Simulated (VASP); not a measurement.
# Si (Fd-3m) in VASP: single point with PBE

Aim: the single point of Si with PBE.

All numbers are computed with VASP 6.6.1; they aren't measurements. Logs are shortened: lines on timing, memory, paths and dates and some standing lists are left out, and cuts for length are marked.

## (1) The cell of the first run

The structure is cubic, space group Fd-3m (No. 227). Conventional cell: a = 5.431 Å, b = 5.431 Å, c = 5.431 Å, α = 90.00°, β = 90.00°, γ = 90.00°. Si (site symmetry -43m) has 4 Si at 2.35 Å within 3.1 Å.

## (2) Single point, PBE

File INCAR:

```
ALGO     = Normal         # electronic algorithm
EDIFF    = 1E-6           # SCF threshold, eV
ENCUT    = 520            # plane-wave cutoff, eV
GGA      = PE             # functional
ISIF     = 2              # what is computed and relaxed
ISMEAR   = 0              # smearing method
ISYM     = 0            
LASPH    = T              # aspherical terms in the spheres
LCHARG   = T              # write CHGCAR
LELF     = T              # ELF
LREAL    = Auto         
LVHAR    = T            
LWAVE    = F              # write WAVECAR
NBANDS   = 46             # bands
NELM     = 100            # most SCF steps
PREC     = Accurate       # precision mode
SIGMA    = 0.1            # smearing width, eV
```

File KPOINTS:

```
Automatic mesh
0
Gamma
  2 2 2
  0.5 0.5 0.5
```

File POSCAR:

```
Si
1.0
    0.0000000000      5.4309400000     -5.4309400000
   -5.4309400000      0.0000000000     -5.4309400000
   -5.4309400000      5.4309400000      0.0000000000
Si
16
Direct
    0.7500000000      0.7500000000      0.2500000000
    0.2500000000      0.7500000000      0.2500000000
    0.7500000000      0.2500000000      0.2500000000
    0.2500000000      0.2500000000      0.2500000000
    0.7500000000      0.7500000000      0.7500000000
    0.2500000000      0.7500000000      0.7500000000
    0.7500000000      0.2500000000      0.7500000000
    0.2500000000      0.2500000000      0.7500000000
    0.8750000000      0.3750000000      0.3750000000
    0.3750000000      0.3750000000      0.3750000000
    0.8750000000      0.8750000000      0.3750000000
    0.3750000000      0.8750000000      0.3750000000
    0.8750000000      0.3750000000      0.8750000000
    0.3750000000      0.3750000000      0.8750000000
    0.8750000000      0.8750000000      0.8750000000
    0.3750000000      0.8750000000      0.8750000000
```

Potentials or basis: VASP PAW PBE potentials, release 64 (Si).

Started as:

```
$ cat potpaw_PBE.64/Si/POTCAR > POTCAR
$ mpirun -np 1 vasp_std > vasp.out
```

OUTCAR:

```text
EDIFF = 1E-6
   ENCUT = 520
   GGA = PE
   ISIF = 2
   ISMEAR = 0
   ISYM = 0
   LASPH = T
   LREAL = Auto
   NELM = 100
   PREC = Accurate

 ion  position               nearest neighbor table
   1  0.750  0.750  0.250-   9 2.35  11 2.35  12 2.35  15 2.35
   2  0.250  0.750  0.250-  10 2.35  11 2.35  12 2.35  16 2.35
   3  0.750  0.250  0.250-   9 2.35  10 2.35  11 2.35  13 2.35
   4  0.250  0.250  0.250-   9 2.35  10 2.35  12 2.35  14 2.35
   5  0.750  0.750  0.750-  11 2.35  13 2.35  15 2.35  16 2.35
   6  0.250  0.750  0.750-  12 2.35  14 2.35  15 2.35  16 2.35
[... 8 lines left out ...]
  15  0.875  0.875  0.875-   1 2.35   5 2.35   6 2.35   7 2.35
  16  0.375  0.875  0.875-   2 2.35   5 2.35   6 2.35   8 2.35

IMPORTANT INFORMATION: All symmetrisations will be switched off!
NOSYMM: (Re-)initialisation of all symmetry stuff for point group C_1.

----------------------------------------------------------------------------------------

                                     Primitive cell

  volume of cell :     320.3723

  direct lattice vectors                    reciprocal lattice vectors
     0.000000000  5.430940000 -5.430940000     0.092065094  0.092065094 -0.092065094
    -5.430940000  0.000000000 -5.430940000    -0.092065094 -0.092065094 -0.092065094
    -5.430940000  5.430940000  0.000000000    -0.092065094  0.092065094  0.092065094

  length of vectors
     7.680509004  7.680509004  7.680509004     0.159461420  0.159461420  0.159461420

  position of ions in fractional coordinates (direct lattice)
     0.750000000  0.750000000  0.250000000
     0.250000000  0.750000000  0.250000000
     0.750000000  0.250000000  0.250000000
     0.250000000  0.250000000  0.250000000
     0.750000000  0.750000000  0.750000000
     0.250000000  0.750000000  0.750000000
[... 8 lines left out ...]
     0.875000000  0.875000000  0.875000000
     0.375000000  0.875000000  0.875000000

  ion indices of the primitive-cell ions
   primitive index   ion index
                 1           1
                 2           2
                 3           3
                 4           4
                 5           5
                 6           6
[... 8 lines left out ...]
                15          15
                16          16

----------------------------------------------------------------------------------------

 KPOINTS: Automatic mesh

Automatic generation of k-mesh.
 Grid dimensions read from file:
 generate k-points for:    2    2    2

 Generating k-lattice:

  Cartesian coordinates                     Fractional coordinates (reciprocal lattice)
     0.046032547  0.046032547 -0.046032547     0.500000000  0.000000000  0.000000000
    -0.046032547 -0.046032547 -0.046032547     0.000000000  0.500000000  0.000000000
    -0.046032547  0.046032547  0.046032547     0.000000000  0.000000000  0.500000000

  Length of vectors
     0.079730710  0.079730710  0.079730710

  Shift w.r.t. Gamma in fractional coordinates (k-lattice)
     0.500000000  0.500000000  0.500000000

 Subroutine IBZKPT returns following result:
 ===========================================

 Found     16 irreducible k-points:

 Following reciprocal coordinates:
            Coordinates               Weight
  0.250000  0.250000  0.250000      2.000000
  0.250000  0.000000  0.000000      2.000000
  0.000000  0.000000 -0.250000      2.000000
  0.000000  0.250000  0.000000      2.000000
 -0.250000  0.250000  0.250000      2.000000
  0.250000 -0.250000  0.250000      2.000000
[... 8 lines left out ...]
  0.000000  0.250000  0.500000      2.000000
  0.500000  0.250000  0.000000      2.000000
   k-points           NKPTS =     16   k-points in BZ     NKDIM =     16   number of bands    NBANDS=     46
   number of dos      NEDOS =    301   number of ions     NIONS =     16
   total plane-waves  NPLWV = 216000
   dimension x,y,z NGX =    60 NGY =   60 NGZ =   60
   dimension x,y,z NGXF=   120 NGYF=  120 NGZF=  120
   ions per type =              16
   NGX,Y,Z   is equivalent  to a cutoff of  12.99, 12.99, 12.99 a.u.
   NGXF,Y,Z  is equivalent  to a cutoff of  25.97, 25.97, 25.97 a.u.
 SYSTEM =  unknown system
   PREC   = accura    normal or accurate (medium, high low for compatibility)
   ISTART =      0    job   : 0-new  1-cont  2-samecut
   ICHARG =      2    charge: 1-file 2-atom 10-const
   ISPIN  =      1    spin polarized calculation?
   LNONCOLLINEAR =      F non collinear calculations
   LSORBIT =      F    spin-orbit coupling
   LASPH  =      T    aspherical Exc in radial PAW
   ENCUT  =  520.0 eV  38.22 Ry    6.18 a.u.  14.28 14.28 14.28*2*pi/ulx,y,z
   NELM   =    100;   NELMIN=  2; NELMDL= -5     # of ELM steps
   EDIFF  = 0.1E-05   stopping-criterion for ELM
   LREAL  =      T    real-space projection
   EDIFFG = 0.1E-04   stopping-criterion for IOM
   NSW    =      0    number of steps for IOM
   IBRION =     -1    ionic relax: 0-MD 1-quasi-New 2-CG
   NFREE  =      0    steps in history (QN), initial steepest desc. (CG)
   ISIF   =      2    stress and relaxation
   ISYM   =      0    0-nonsym 1-usesym 2-fastsym
   POTIM  = 0.5000    time-step for ionic-motion
   TEBEG  =    0.0;   TEEND  =   0.0 temperature during run
   PSTRESS=    0.0 pullay stress
   NELECT =      64.0000    total number of electrons
   NUPDOWN=      -1.0000    fix difference up-down
   EMIN   =  10.00;   EMAX   =-10.00  energy-range for DOS
   EFERMI =   0.00;   METHOD = LEGACY
   ISMEAR =     0;   SIGMA  =   0.10  broadening in eV -4-tet -1-fermi 0-gaus
   EFERMI_NEDOS =   21; number of points for ismear=-14 and -15
   IALGO  =     38    algorithm
   IMIX   =      4    mixing-type and parameters
     AMIX     =   0.40;   BMIX     =  1.00
     AMIX_MAG =   1.60;   BMIX_MAG =  1.00
  volume/ion in A,a.u.               =      20.02       135.12
  Fermi-wavevector in a.u.,A,eV,Ry     =   0.957010  1.808487 12.461143  0.915868
  Thomas-Fermi vector in A             =   2.085990
   LORBIT       =      0    0 simple, 1 ext, 2 COOP (PROOUT), +10 PAW based schemes
   GGA     = PE    functional components
   LHFCALC =     F    Hartree Fock is set to
   AEXX    =    0.0000 exact exchange contribution
   IVDW    =     0    specifies the selected vdW correction
   LEPSILON=     F    determine dielectric tensor
   LRPA    =     F    only Hartree local field effects (RPA)
 non-spin polarized calculation
 Gauss-broadening in eV      SIGMA  =   0.10
  energy-cutoff  :      520.00
  volume of cell :      320.37
 maximum number of plane-waves:      8645
 NGX is ok and might be reduce to    60
   NGX = 29   NGY = 29   NGZ = 29

 number of electron      64.0000004 magnetization

 Free energy of the ion-electron system (eV)
  ---------------------------------------------------
  ext. energy  EPLUGINS =         0.00000000
  ---------------------------------------------------
  free energy    TOTEN  =       -86.74535901 eV

  energy without entropy =      -86.74535901  energy(sigma->0) =      -86.74535901

 E-fermi :   5.9871     XC(G=0):  -9.4079

 val. band max:        5.5369709030   @ k =   0.2500   0.0000   0.0000
 cond. band min:       6.7210485975   @ k =   0.2500   0.2500   0.2500
 fundamental gap:      1.1840776944
 Fermi energy:         5.9871091558

 k-point     1 :       0.2500    0.2500    0.2500
  band No.  band energies     occupation
      1      -5.9274      2.00000
      2      -4.4383      2.00000
      3      -3.7139      2.00000
      4      -3.7139      2.00000
      5      -3.7139      2.00000
      6      -2.8400      2.00000
[... 36 lines left out ...]
     43       8.3301      0.00000
     44       8.8147      0.00000

 k-point     2 :       0.2500    0.0000    0.0000
  band No.  band energies     occupation
      1      -5.9274      2.00000
      2      -4.4383      2.00000
      3      -3.7139      2.00000
      4      -3.7139      2.00000
      5      -3.7139      2.00000
      6      -2.8400      2.00000
[... 36 lines left out ...]
     43       8.3301      0.00000
     44       8.8147      0.00000

 k-point     3 :       0.0000    0.0000   -0.2500
  band No.  band energies     occupation
      1      -5.9274      2.00000
      2      -4.4383      2.00000
      3      -3.7139      2.00000
      4      -3.7139      2.00000
      5      -3.7139      2.00000
      6      -2.8400      2.00000
[... 36 lines left out ...]
     43       8.3301      0.00000
     44       8.8147      0.00000

 k-point     4 :       0.0000    0.2500    0.0000
  band No.  band energies     occupation
      1      -5.9274      2.00000
      2      -4.4383      2.00000
      3      -3.7139      2.00000
      4      -3.7139      2.00000
      5      -3.7139      2.00000
      6      -2.8400      2.00000
[... 506 lines left out ...]
     43       9.3804      0.00000
     44       9.5039      0.00000

 k-point    15 :       0.0000    0.2500    0.5000
  band No.  band energies     occupation
      1      -5.3899      2.00000
      2      -4.8814      2.00000
      3      -4.3396      2.00000
      4      -3.9140      2.00000
      5      -3.9140      2.00000
      6      -3.2096      2.00000
[... 36 lines left out ...]
     43       9.3804      0.00000
     44       9.5039      0.00000

 k-point    16 :       0.5000    0.2500    0.0000
  band No.  band energies     occupation
      1      -5.3899      2.00000
      2      -4.8814      2.00000
      3      -4.3396      2.00000
      4      -3.9140      2.00000
      5      -3.9140      2.00000
      6      -3.2096      2.00000
[... 36 lines left out ...]
     43       9.3804      0.00000
     44       9.5039      0.00000
 [bands above 44 left out]

------------------------ aborting loop because EDIFF is reached ----------------------------------------

  FORCE on cell =-STRESS in cart. coord.  units (eV):
  Direction    XX          YY          ZZ          XY          YZ          ZX
  --------------------------------------------------------------------------------------
  -------------------------------------------------------------------------------------
  Total        3.8164021      3.8164031      3.8164010     -0.0000058     -0.0000081      0.0000167
  in kB       19.0857704     19.0857756     19.0857650     -0.0000291     -0.0000406      0.0000834
  external PRESSURE =      19.0857703 kB  Pullay stress =       0.0000000 kB

 VOLUME and BASIS-vectors are now :
 -----------------------------------------------------------------------------
  energy-cutoff  :      520.00
  volume of cell :      320.37
      direct lattice vectors                 reciprocal lattice vectors
     0.000000000  5.430940000 -5.430940000     0.092065094  0.092065094 -0.092065094
    -5.430940000  0.000000000 -5.430940000    -0.092065094 -0.092065094 -0.092065094
    -5.430940000  5.430940000  0.000000000    -0.092065094  0.092065094  0.092065094

 POSITION                                       TOTAL-FORCE (eV/Angst)
 -----------------------------------------------------------------------------------
     -5.43094      5.43094     -8.14641        -0.000001      0.000000      0.000001
     -5.43094      2.71547     -5.43094         0.000001      0.000001     -0.000001
     -2.71547      5.43094     -5.43094        -0.000001      0.000000      0.000001
     -2.71547      2.71547     -2.71547         0.000000     -0.000001      0.000000
     -8.14641      8.14641     -8.14641        -0.000000      0.000000     -0.000000
     -8.14641      5.43094     -5.43094         0.000000      0.000001      0.000000
[... 8 lines left out ...]
     -9.50414      9.50414     -9.50414        -0.000000      0.000000      0.000000
     -9.50414      6.78867     -6.78867        -0.000000     -0.000001     -0.000000
 -----------------------------------------------------------------------------------
    total drift:                                0.000001      0.000000     -0.000001

  FREE ENERGIE OF THE ION-ELECTRON SYSTEM (eV)
  ---------------------------------------------------
  free  energy   TOTEN  =       -86.7453590076 eV

  energy  without entropy=      -86.7453590075  energy(sigma->0) =      -86.74535901
```

Run time: 3.7 min. Hardware: 1 thread of Intel Xeon 6975P-C (Granite Rapids), shared host; peak memory 0.5 GiB.

What came out:

```
Free energy            : -86.7454 eV
Pressure               : 1.9 GPa
Band gap on the k mesh : 1.18 eV
```
